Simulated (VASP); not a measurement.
# TaN (Pm-3m) in VASP: a series of runs, part 2 of 2

VASP 6.6.1. The steps go on from the part before.

### 3 Single point, B3LYP

This run uses another cell than the first one, of 10.54 Å³/atom.

Input file POSCAR:

```
TaN
1.0
    2.7625266859      0.0000000000      0.0000000000
    0.0000000000      2.7625266859      0.0000000000
    0.0000000000      0.0000000000      2.7625266859
Ta N
1 1
Direct
    0.0000000000      0.0000000000      0.0000000000
    0.5000000000      0.5000000000      0.5000000000
```

Input file INCAR.step1:

```
SYSTEM = TaN
  PREC = Accurate
  ENCUT = 520
  EDIFF = 1E-5
  ISMEAR = -1
  SIGMA = 0.05
  LREAL = .False.
  LASPH = .True.
  NELM = 60
  ALGO = Normal
  ISIF = 2
  LWAVE = .True.
  LCHARG = .False.
  NBANDS = 15
  GGA = PE
```

Input file INCAR.step2:

```
SYSTEM = TaN
  PREC = Accurate
  ENCUT = 520
  EDIFF = 1E-6
  ISMEAR = -1
  SIGMA = 0.05
  LREAL = .False.
  LASPH = .True.
  NELM = 60
  ALGO = Normal
  ISIF = 2
  LWAVE = .False.
  LCHARG = .False.
  GGA = B3
  LHFCALC = .True.
  AEXX = 0.2
  AGGAX = 0.72
  AGGAC = 0.81
  ALDAC = 0.19
  PRECFOCK = Normal
  NBANDS = 15
  ISTART = 1
```

Input file KPOINTS:

```
Automatic mesh
0
Gamma
  5 5 5
  0 0 0
```

Potentials or basis: VASP PAW PBE potentials, release 64 (Ta_pv, N).

On the command line:

```
cat potpaw_PBE.64/Ta_pv/POTCAR potpaw_PBE.64/N/POTCAR > POTCAR
cp INCAR.step1 INCAR
mpirun -np 1 vasp_std > vasp.out
cp INCAR.step2 INCAR
mpirun -np 1 vasp_std > vasp.out
```

OUTCAR:

```text
SYSTEM = TaN
   PREC = Accurate
   ENCUT = 520
   EDIFF = 1E-6
   ISMEAR = -1
   LREAL = .False.
   LASPH = .True.
   NELM = 60
   ISIF = 2
   GGA = B3
   LHFCALC = .True.
   AEXX = 0.2
   PRECFOCK = Normal
   ISTART = 1

 ion  position               nearest neighbor table
   1  0.000  0.000  0.000-   2 2.39   2 2.39   2 2.39   2 2.39   2 2.39   2 2.39   2 2.39   2 2.39

   2  0.500  0.500  0.500-   1 2.39   1 2.39   1 2.39   1 2.39   1 2.39   1 2.39   1 2.39   1 2.39

  LATTYP: Found a simple cubic cell.
 ALAT       =     2.7625266859

  Lattice vectors:

 A1 = (   2.7625266859,   0.0000000000,   0.0000000000)
 A2 = (   0.0000000000,   2.7625266859,   0.0000000000)
 A3 = (   0.0000000000,   0.0000000000,   2.7625266859)

Analysis of symmetry for initial positions (statically):
=====================================================================
 Subroutine PRICEL returns:
 Original cell was already a primitive cell.

 Routine SETGRP: Setting up the symmetry group for a
 simple cubic supercell.

 Subroutine GETGRP returns: Found 48 space group operations
 (whereof 48 operations were pure point group operations)
 out of a pool of 48 trial point group operations.

The static configuration has the point symmetry O_h .

Analysis of symmetry for dynamics (positions and initial velocities):
=====================================================================
 Subroutine PRICEL returns:
 Original cell was already a primitive cell.

 Routine SETGRP: Setting up the symmetry group for a
 simple cubic supercell.

 Subroutine GETGRP returns: Found 48 space group operations
 (whereof 48 operations were pure point group operations)
 out of a pool of 48 trial point group operations.

The dynamic configuration has the point symmetry O_h .

 Subroutine INISYM returns: Found 48 space group operations
 (whereof 48 operations are pure point group operations),
 and found     1 'primitive' translations

[... 114 lines left out ...]
   ENCUTFOCK=  -1.0 apply spherical cutoff to Coloumb kernel
   IVDW    =     0    specifies the selected vdW correction
   LEPSILON=     F    determine dielectric tensor
   LRPA    =     F    only Hartree local field effects (RPA)
 non-spin polarized calculation
  energy-cutoff  :      520.00
  volume of cell :       21.08
 maximum number of plane-waves:       587
 NGX is ok and might be reduce to    24
  NGX = 16; NGY = 16; NGZ = 16

 number of electron      16.0000003 magnetization

 Free energy of the ion-electron system (eV)
  ---------------------------------------------------
  ext. energy  EPLUGINS =         0.00000000
  ---------------------------------------------------
  free energy    TOTEN  =       -23.56154481 eV

  energy without entropy =      -23.55909872  energy(sigma->0) =      -23.56032176

 E-fermi :   8.1339     XC(G=0): -10.7509

 val. band max:        7.7357620291   @ k =   0.2000   0.2000   0.2000
 cond. band min:       8.2309638659   @ k =   0.2000   0.2000   0.2000
 fundamental gap:      0.4952018368
 Fermi energy:         8.1338843742

 k-point     1 :       0.0000    0.0000    0.0000
  band No.  band energies     occupation
      1     -28.2713      2.00000
      2     -28.2014      2.00000
      3     -28.2012      2.00000
      4     -10.8411      2.00000
      5       3.7191      2.00000
      6       3.7408      2.00000
      7       5.8235      2.00000
      8       5.8236      2.00000
      9       5.8413      2.00000
     10      12.4038      0.00000
     11      14.0176      0.00000
     12      14.0177      0.00000
     13      14.0762      0.00000
     14      23.3440      0.00000
[... 149 lines left out ...]
      2     -29.0448      2.00000
      3     -29.0296      2.00000
      4      -7.4025      2.00000
      5      -0.1420      2.00000
      6      -0.1157      2.00000
      7       1.0511      2.00000
      8      13.1500      0.00000
      9      13.4460      0.00000
     10      13.4762      0.00000
     11      16.0849      0.00000
     12      16.1017      0.00000
     13      18.5682      0.00000
     14      22.1386      0.00000
     15      22.1907      0.00000

------------------------ aborting loop because EDIFF is reached ----------------------------------------

  FORCE on cell =-STRESS in cart. coord.  units (eV):
  Direction    XX          YY          ZZ          XY          YZ          ZX
  --------------------------------------------------------------------------------------
  -------------------------------------------------------------------------------------
  Total        0.0770062      0.0770062      0.0770062      0.0000000      0.0000000      0.0000000
  in kB        5.8521660      5.8521660      5.8521660      0.0000000      0.0000000      0.0000000
  external PRESSURE =       5.8521660 kB  Pullay stress =       0.0000000 kB

 VOLUME and BASIS-vectors are now :
 -----------------------------------------------------------------------------
  energy-cutoff  :      520.00
  volume of cell :       21.08
      direct lattice vectors                 reciprocal lattice vectors
     2.762526686  0.000000000  0.000000000     0.361987453  0.000000000  0.000000000
     0.000000000  2.762526686  0.000000000     0.000000000  0.361987453  0.000000000
     0.000000000  0.000000000  2.762526686     0.000000000  0.000000000  0.361987453

 POSITION                                       TOTAL-FORCE (eV/Angst)
 -----------------------------------------------------------------------------------
      0.00000      0.00000      0.00000         0.000000      0.000000      0.000000
      1.38126      1.38126      1.38126         0.000000      0.000000      0.000000
 -----------------------------------------------------------------------------------
    total drift:                               -0.000000      0.000000      0.000000

  FREE ENERGIE OF THE ION-ELECTRON SYSTEM (eV)
  ---------------------------------------------------
  free  energy   TOTEN  =       -23.5615448051 eV

  energy  without entropy=      -23.5590987176  energy(sigma->0) =      -23.56032176
```

OUTCAR.step1:

```text
SYSTEM = TaN
   PREC = Accurate
   ENCUT = 520
   EDIFF = 1E-5
   ISMEAR = -1
   LREAL = .False.
[... 386 lines left out ...]
      0.00000      0.00000      0.00000         0.000000      0.000000      0.000000
      1.38126      1.38126      1.38126         0.000000      0.000000      0.000000
 -----------------------------------------------------------------------------------
    total drift:                                0.000000      0.000000     -0.000000

  FREE ENERGIE OF THE ION-ELECTRON SYSTEM (eV)
  ---------------------------------------------------
  free  energy   TOTEN  =       -20.8029818507 eV

  energy  without entropy=      -20.7895595390  energy(sigma->0) =      -20.79627069
```

OSZICAR.step1:

```text
N       E                     dE             d eps       ncg     rms          rms(c)
DAV:   1     0.102532431455E+03    0.10253E+03   -0.87341E+03   300   0.113E+03
DAV:   2    -0.197587192164E+02   -0.12229E+03   -0.11575E+03   370   0.309E+02
DAV:   3    -0.229870171843E+02   -0.32283E+01   -0.32175E+01   335   0.493E+01
DAV:   4    -0.229987584581E+02   -0.11741E-01   -0.11741E-01   377   0.329E+00
DAV:   5    -0.229988217114E+02   -0.63253E-04   -0.63254E-04   328   0.221E-01    0.197E+01
DAV:   6    -0.209102591964E+02    0.20886E+01   -0.32958E+00   363   0.208E+01    0.866E+00
DAV:   7    -0.208336032058E+02    0.76656E-01   -0.52069E-01   342   0.568E+00    0.618E+00
DAV:   8    -0.208099985988E+02    0.23605E-01   -0.17624E-01   342   0.360E+00    0.160E+00
DAV:   9    -0.208030986589E+02    0.68999E-02   -0.12999E-02   356   0.935E-01    0.186E-01
DAV:  10    -0.208030281182E+02    0.70541E-04   -0.93448E-04   356   0.330E-01    0.890E-02
DAV:  11    -0.208029820419E+02    0.46076E-04   -0.87389E-05   342   0.815E-02    0.124E-02
DAV:  12    -0.208029818507E+02    0.19116E-06   -0.61305E-06   185   0.231E-02
   1 F= -.20802982E+02 E0= -.20796271E+02  d E =-.134223E-01
```

It took 27 min on 1 thread of AMD EPYC 7R43 (Zen 3), shared host; peak memory 0.11 GiB.

Results:

- Free energy: -23.5615 eV
- Pressure: 0.6 GPa
- Band gap on the k mesh: zero (bands 8 and 9 overlap by 7.31 eV)

Levels at points of the mesh, in eV from the Fermi level:
| k point | band 4 | band 5 | band 6 | band 7 | band 8 | band 9 | band 10 | band 11 | band 12 | band 13 |
| --- | --- | --- | --- | --- | --- | --- | --- | --- | --- | --- |
| (0.00, 0.00, 0.00) | -18.97 | -4.41 | -4.39 | -2.31 | -2.31 | -2.29 | 4.27 | 5.88 | 5.88 | 5.94 |

Caveat: the k points lie up to 0.45 Å⁻¹ apart, too coarse for converged energies and pressures of a metal; the PAW data sets were made with another functional, which shifts forces and pressure a little; spin-orbit coupling is left out, which moves the levels of the heavy elements.

The gap in the log of VASP goes by the Fermi energy; the results here count the filled bands.